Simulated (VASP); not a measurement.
The system is KTaO3.

```
CELL_PARAMETERS angstrom
3.93440 0.00000 0.00000
0.00000 3.93440 0.00000
0.00000 0.00000 3.93440
ATOMIC_POSITIONS crystal
Ta 0.00000 0.00000 0.00000
K 0.50000 0.50000 0.50000
O 0.00000 0.00000 0.50000
O 0.00000 0.50000 0.00000
O 0.50000 0.00000 0.00000
```

Base run:

- Program: VASP 6.6.1
- Functional: PBE
- Potentials or basis: VASP PAW PBE potentials, release 64 (Ta_sv_GW, K_sv, O)
- Cutoff: 600 eV
- k mesh: 7 × 7 × 7
- Occupations: fermi-dirac, width 0.05 eV
- Spin: no spin polarisation

Its results: band gap on the k mesh 2.36 eV, indirect (least direct gap 2.90 eV); pressure 15.1 GPa.

Problem. The run is repeated on the same cell with these changes: functional from PBE to r2SCAN; cutoff from 600 eV to 660 eV. What comes out?

Solution. Band gap on the k mesh 2.79 eV, indirect (least direct gap 3.35 eV); pressure 9.8 GPa.

r2SCAN gives the wider gap, since meta-GGAs in the generalised Kohn-Sham scheme recover part of the derivative discontinuity.

Caveats: spin-orbit coupling is left out, which moves the levels of the heavy elements; the PAW data sets were made with another functional, which shifts forces and pressure a little (some runs).

A k mesh can miss the band edges.
